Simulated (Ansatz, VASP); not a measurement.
# Two plane-wave programs on AlAs

```
CELL_PARAMETERS angstrom
0.00000 2.83050 2.83050
2.83050 0.00000 2.83050
2.83050 2.83050 0.00000
ATOMIC_POSITIONS crystal
Al 0.00000 0.00000 0.00000
As 0.25000 0.25000 0.25000
```

Alike in both runs: task single point; functional PBEsol; k mesh 6 × 6 × 6; occupations gaussian, width 0.1 eV; no spin polarisation.

```csv
,VASP,Ansatz
version,VASP 6.6.1,Ansatz 0.2.0
potentials or method,"VASP PAW PBE potentials, release 64 (Al, As), cutoff 500 eV","scalar-relativistic, plane waves, PAW"
valence electrons in the cell,8,18
```

```csv
,VASP,Ansatz,Ansatz less VASP
gap on the k mesh at the Fermi level (eV),1.31,1.33,+0.012
least direct gap on the mesh (eV),1.98,1.96,-0.018
pressure (GPa),0.8,0.5,-0.28
```

VASP's potentials were made for PBE, not for PBEsol. With one functional, cell and mesh, what is left measures potentials, basis and numerics. VASP's potentials hold 8 valence electrons a cell and Ansatz's 18, so a difference there can come from the potentials and not from the codes.
